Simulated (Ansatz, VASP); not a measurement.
## BeTe: VASP beside Ansatz

INCAR

```
  PREC = Accurate
  ENCUT = 520
  EDIFF = 1E-7
  ISMEAR = 0
  SIGMA = 0.05
  LREAL = False
  LASPH = True
  NELM = 60
  ALGO = Normal
  ISIF = 2
  LWAVE = False
  LCHARG = True
  LELF = True
  LVHAR = True
  NBANDS = 11
```

KPOINTS

```
regular mesh
0
Gamma
  8 8 8
```

Contents of POSCAR:

```
BeTe
1.0
    0.0000000000      2.5484000000      2.5484000000
    2.5484000000      0.0000000000      2.5484000000
    2.5484000000      2.5484000000      0.0000000000
Be Te
1 1
Direct
    0.0000000000      0.0000000000      0.0000000000
    0.7500000000      0.7500000000      0.7500000000
```

Input for Ansatz:

```yaml
crystal:
  lattice:
    - [0.0, 2.5484, 2.5484]
    - [2.5484, 0.0, 2.5484]
    - [2.5484, 2.5484, 0.0]
  atoms:
    - { symbol: Be, position: [0.0, 0.0, 0.0] }
    - { symbol: Te, position: [0.75, 0.75, 0.75] }
basis:
  ecutwfc: 420
kpoints:
  mp_grid: { grid: [8, 8, 8] }
hamiltonian:
  xc: lda
scf:
  occupations: { method: gaussian, width: 0.05 }
output:
  forces: true
  stress: true
  eigenvalues: true
```

Change from the starting cell: strain -0.080 along x and y, -0.080 along z, atoms carried along.

Alike in both runs: task single point; functional LDA; k mesh 8 × 8 × 8; occupations gaussian, width 0.05 eV; no spin polarisation.

|  | VASP | Ansatz |
| --- | --- | --- |
| version | VASP 6.6.1 | Ansatz 0.2.0 |
| potentials or method | VASP PAW LDA potentials, release 64 (Be, Te), cutoff 520 eV | scalar-relativistic, plane waves, PAW |
| valence electrons in the cell | 8 | 18 |

VASP gave:

| Property | Result |
| --- | --- |
| gap on the k mesh at the Fermi level (eV) | 1.00 |
| least direct gap on the mesh (eV) | 3.20 |
| pressure (GPa) | 28.1 |

Q: Estimate Ansatz's values.

A: gap on the k mesh at the Fermi level (eV): 1.04; least direct gap on the mesh (eV): 3.26; pressure (GPa): 27.4.

LDA's correlation is that of Perdew and Zunger in VASP and of Perdew and Wang (1992) in Ansatz. VASP's potentials hold 8 valence electrons a cell and Ansatz's 18, so a difference there can come from the potentials and not from the codes.

Spin-orbit coupling is off throughout.
